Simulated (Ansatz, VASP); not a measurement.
**AlCu3 in VASP and in Ansatz**

```xyz
4
Lattice="3.5892 0.0000 0.0000 0.0000 3.5892 0.0000 0.0000 0.0000 3.5892" Properties=species:S:1:pos:R:3 pbc="T T T"
Al    0.0000    0.0000    0.0000
Cu    1.7946    1.7946    0.0000
Cu    1.7946    0.0000    1.7946
Cu    0.0000    1.7946    1.7946
```

Alike in both runs: functional LDA; k mesh 12 × 12 × 12; occupations gaussian, width 0.1 eV; no spin polarisation.

Ansatz relaxed the structure, and its values are those at the end. VASP's run is a single point on that final structure, the one shown.

|  | VASP | Ansatz |
| --- | --- | --- |
| version | VASP 6.6.1 | Ansatz 0.2.0 |
| potentials or method | VASP PAW LDA potentials, release 64 (Al, Cu), cutoff 520 eV | scalar-relativistic, plane waves, PAW |
| valence electrons in the cell | 36 | 60 |

Ansatz gave:

- gap on the k mesh at the Fermi level (eV): none
- pressure (GPa): 0.0

**Question.** What did VASP give for the same quantities?

**Answer.** gap on the k mesh at the Fermi level (eV): none; pressure (GPa): 0.5.

LDA's correlation is that of Perdew and Zunger in VASP and of Perdew and Wang (1992) in Ansatz. A gap of «none» marks a metal or a gap that the smearing closes. VASP's potentials hold 36 valence electrons a cell and Ansatz's 60, so a difference there can come from the potentials and not from the codes.
